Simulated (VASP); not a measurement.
Here is a VASP 6.6.1 calculation.

Contents of INCAR:

```
  ALGO = Normal
  EDIFF = 1E-6
  ENCUT = 520
  GGA = PE
  ISIF = 2
  ISMEAR = 0
  LASPH = T
  LCHARG = T
  LELF = T
  LREAL = F
  LVHAR = T
  LWAVE = F
  NBANDS = 38
  NELM = 100
  PREC = Accurate
  SIGMA = 0.1
```

KPOINTS

```
k-points
0
Gamma
  2 2 1
```

POSCAR

```
NaCl
1.0
   -4.1168781720      0.0015284913     -0.0017278592
   -0.0044290525      0.0030290724     -6.8047112572
   -0.0032186639     -6.6698268987      0.0064611778
Na Cl
4 4
Direct
   -0.0002399793      0.7494955679     -0.0004448828
   -0.0000007481      0.2495374267     -0.0001577623
    0.5004142563      0.7503814314      0.5006102686
    0.5000623898      0.2506546470      0.4998695524
    0.4999113287     -0.0002387742     -0.1635687059
   -0.5002124619      0.4997621485      0.1631995804
    0.9999479569     -0.0000939441      0.3368459208
    0.0001172576      0.5005014969      0.6636460291
```

Potentials or basis: VASP PAW PBE potentials, release 64 (Na_pv, Cl).

The run is started by

```bash
$ cat potpaw_PBE.64/Na_pv/POTCAR potpaw_PBE.64/Cl/POTCAR > POTCAR
$ mpirun -np 1 vasp_std > vasp.out
```

**Question.** What does it give for the pressure?

**Answer.** 0.0 GPa.

**Question.** Estimate the largest force.

**Answer.** 0.013 eV/Å.

**Question.** Estimate the band gap on the k mesh.

**Answer.** 4.79 eV.

Forces in eV/Å, atoms in the order of the input:
```
Na  -0.001 -0.011 -0.006
Na   0.000 -0.002 -0.001
Na   0.002  0.011  0.002
Na   0.000 -0.001  0.007
Cl   0.000 -0.005 -0.007
Cl  -0.001 -0.002 -0.002
Cl  -0.001  0.003 -0.003
Cl   0.001  0.007  0.009
```

Caveat: the k points lie up to 0.94 Å⁻¹ apart.
